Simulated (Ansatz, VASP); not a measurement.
**Two plane-wave programs on CuO**

```
Cu O
1.0
     2.34185   -1.71130    0.00000
    -1.49182   -1.71130   -5.05787
     2.34185    5.13390    0.00000
Cu O
4 4
Direct
  0.32133 0.95658 0.29054
  0.67867 0.04342 0.70946
  0.32256 0.52186 0.68365
  0.67744 0.47814 0.31635
  0.41767 0.70732 0.00990
  0.41393 0.79268 0.65850
  0.22494 0.34817 0.07342
  0.94346 0.15183 0.25818
```

Alike in both runs: functional r2SCAN; k mesh 9 × 5 × 5; occupations fermi-dirac, width 0.05 eV; no spin polarisation; Hubbard terms Cu d U = 4.5 eV.

|  | VASP | Ansatz |
| --- | --- | --- |
| version | VASP 6.6.1 | Ansatz 0.2.0 |
| potentials or method | VASP PAW PBE potentials, release 64 (Cu, O) | Ansatz PAW |
| plane-wave cutoff (eV) | 520 | 500 |
| valence electrons in the cell | 68 | 100 |
| task | single point | band structure |

```tsv
	VASP	Ansatz	Ansatz less VASP
gap on the k mesh at the Fermi level (eV)	none	none	-
rms of the force components (eV/Å)	4.456	5.092	+0.6359
```

VASP's potentials were made for PBE, not for r2SCAN. The programs project onto different local orbitals, so the same U acts differently, and such runs can settle in different states. Atom by atom the forces differ by 0.669 eV/Å (rms over components). A gap of «none» marks a metal or a gap that the smearing closes. VASP's potentials hold 68 valence electrons a cell and Ansatz's 100, so a difference there can come from the potentials and not from the codes.
